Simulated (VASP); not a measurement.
## HfO2: single point with PBE

Crystal: HfO2.

```xyz
6
Lattice="3.4421 0.0000 0.0000 0.0000 3.7127 0.0000 0.0000 0.0000 5.3056" Properties=species:S:1:pos:R:3 pbc="T T T"
Hf    1.7211    1.8564    2.6154
Hf    0.0000    0.0000    0.0374
O     0.0000    1.8564    3.6872
O     1.7211    0.0000    4.2712
O     1.7211    0.0000    1.6454
O     0.0000    1.8564    1.0074
```

This cell differs from its parent crystal: uniaxial strain along a: -4.5 %, then relaxed in part.

```yaml
Program: VASP 6.6.1
Task: single point
Functional: PBE
Potentials_or_basis: VASP PAW PBE potentials, release 64 (Hf_pv, O)
Cutoff: 520 eV
k_mesh: 6 × 6 × 4
Occupations: gaussian, width 0.02 eV
Spin: no spin polarisation
Dipole_correction: no
Further_INCAR_settings: ALGO = Normal; EDIFF = 1e-06; NBANDS = 31
```

```yaml
Pressure: 0.2 GPa
Largest_force: 0.087 eV/Å
Band_gap_on_the_k_mesh: 4.48 eV (least direct gap 4.53 eV)
```

Forces on the atoms (eV/Å):
```
Hf   0.000  0.000 -0.003
Hf   0.000  0.000  0.003
O    0.000  0.000 -0.087
O    0.000  0.000  0.087
O    0.000  0.000  0.010
O    0.000  0.000 -0.010
```

Stress tensor (GPa, compression positive):
```
 6.67  0.00  0.00
 0.00 -3.06  0.00
 0.00  0.00 -3.14
```

Levels at points of the mesh, in eV from the valence-band top:
| k point | band 20 | band 21 | band 22 | band 23 | band 24 | band 25 |
| --- | --- | --- | --- | --- | --- | --- |
| (0.00, 0.00, 0.00) | -0.48 | -0.41 | -0.04 | 4.48 | 4.58 | 5.81 |
| (0.50, 0.00, 0.00) | -1.54 | -0.62 | -0.62 | 5.25 | 5.25 | 5.63 |
| (0.00, 0.50, 0.00) | -1.66 | -0.34 | -0.34 | 4.65 | 4.65 | 5.97 |
| (0.50, 0.50, 0.00) | -1.10 | -0.80 | -0.80 | 5.65 | 5.65 | 5.79 |
| (0.00, 0.00, 0.50) | -0.88 | -0.37 | 0.00 | 5.07 | 5.26 | 5.37 |
| (0.50, 0.00, 0.50) | -1.70 | -1.10 | -1.10 | 5.17 | 5.17 | 5.30 |
| (0.00, 0.50, 0.50) | -1.50 | -1.07 | -1.07 | 4.79 | 4.79 | 5.53 |
| (0.50, 0.50, 0.50) | -1.70 | -0.26 | -0.26 | 5.77 | 5.77 | 6.02 |

It took 50 s on 1 thread of AMD EPYC 9R45 96-Core Processor (Zen 5), on a shared host, peak memory 0.2 GiB.

Caveat: the cell differs from its parent crystal (uniaxial strain along a: -4.5 %, then relaxed in part); spin-orbit coupling is left out, which moves the levels of the heavy elements. A k mesh can miss the band edges.
